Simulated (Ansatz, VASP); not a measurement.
# SrO in VASP and in Ansatz

```
Sr O
1.0
     6.11614    0.00000    0.00000
    -3.05807    5.29673    0.00000
     0.00000    0.00000    3.20669
Sr O
3 3
Direct
  0.66667 0.00000 0.50000
  0.33333 0.33333 0.50000
  0.00000 0.66667 0.50000
  0.00001 0.33332 0.00000
  0.66668 0.66669 0.00000
  0.33331 0.99999 0.00000
```

Alike in both runs: functional PBE; k mesh 6 × 6 × 4; occupations gaussian, width 0.1 eV; no spin polarisation.

Ansatz relaxed the structure, and its values are those at the end. VASP's run is a single point on that final structure, the one shown.

|  | VASP | Ansatz |
| --- | --- | --- |
| version | VASP 6.6.1 | Ansatz 0.2.0 |
| potentials or method | VASP PAW PBE potentials, release 64 (Sr_sv, O), cutoff 520 eV | scalar-relativistic, plane waves, PAW |
| valence electrons in the cell | 48 | 48 |

```tsv
	VASP	Ansatz	Ansatz less VASP
gap on the k mesh at the Fermi level (eV)	2.80	2.81	+0.015
least direct gap on the mesh (eV)	2.80	2.81	+0.015
pressure (GPa)	0.7	0.1	-0.57
```

With one functional, cell and mesh, what is left measures potentials, basis and numerics.

The k mesh is coarse, so the values compare programs but aren't converged.
